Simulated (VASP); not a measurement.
Wanted: the native input for a VASP 6.6.1 run.

```
Task                   : single point
Functional             : PBE
Dispersion             : D3(BJ)
Potentials or basis    : VASP PAW PBE potentials, release 64 (C_h, O_h)
Cutoff                 : 910 eV
k mesh                 : 1 × 1 × 1
Occupations            : fermi-dirac, width 0.05 eV
Spin                   : no spin polarisation
Dipole correction      : no
Further INCAR settings : LREAL = Auto; ALGO = Normal; EDIFF = 1e-06; NBANDS = 82
```

The structure of CO2 lies in POSCAR:

```
CO2
1.0
    8.0824800000      0.0000000000      0.0000000000
    0.0000000000      8.0824800000      0.0000000000
    0.0000000000      0.0000000000      8.0824800000
C O
8 16
Direct
    0.5900664153      0.8173728855      0.8989938732
    1.0042709663      0.4507279944      0.6114336194
    0.0238664370      0.2071022755      0.1880982075
    0.6273445774      0.1285743980      0.5978981699
    0.5574526630      0.5931347804      0.4185225327
    0.1016148509      0.8336302719      0.3914392612
    0.4503568212      0.3990854292     -0.0195237105
    0.0891186863      0.8283967297      0.8996619849
    0.6234720036      0.9335872158      0.9624397462
    0.5535305995      0.6973725886      0.8266274708
    0.9106239669      0.5225994992      0.5271401847
    1.1005656680      0.3738580238      0.6972612367
    0.1309375340      0.2068671992      0.2889459671
   -0.0598207481      0.2303995803      0.0703991844
    0.4906414863      0.0935603924      0.5863051935
    0.7690708792      0.1463907118      0.6249938138
    0.6085384684      0.7236392790      0.3693792004
    0.5175762885      0.4633726282      0.4713157348
    0.2007428413      0.8242767071      0.4906043690
    0.0097866002      0.8476606190      0.2758311805
    0.3674367273      0.4919034752      0.0539562115
    0.5265957973      0.2777117914     -0.0796042799
   -0.0294958973      0.7788822243      0.8243756867
    0.1850050974      0.8609238749      1.0001633162
```

The input as run:

INCAR

```
SYSTEM = CO2
PREC = Accurate ; ENCUT = 910
EDIFF = 1E-6 ; ISMEAR = -1
SIGMA = 0.05 ; LREAL = Auto
LASPH = .True. ; NELM = 120
ALGO = Normal ; ISIF = 2
LWAVE = .False. ; LCHARG = .False.
GGA = PE ; IVDW = 12
NBANDS = 82 ; GGA_COMPAT = .False.
```

KPOINTS

```
regular mesh
0
Gamma
  1 1 1
  0 0 0
```

Potentials or basis: VASP PAW PBE potentials, release 64 (C_h, O_h).

The run is started by

```console
$ cat potpaw_PBE.64/C_h/POTCAR potpaw_PBE.64/O_h/POTCAR > POTCAR
$ mpirun -np 1 vasp_gam > vasp.out
```

Results of the run:

```json
{
 "Pressure": "-1.1 GPa",
 "Largest force": "7.745 eV/Å",
 "Dispersion energy per atom": "-0.043 eV"
}
```

Caveat: the k points lie up to 0.78 Å⁻¹ apart; the cutoff is under 1.25 times the usual one of these potentials, so pressure, stress and relaxed cells hold a basis-set (Pulay) error.

Wall time 100 s on 1 thread of AMD EPYC 7R13 Processor (Zen 3) (shared host), peak memory 0.86 GiB.
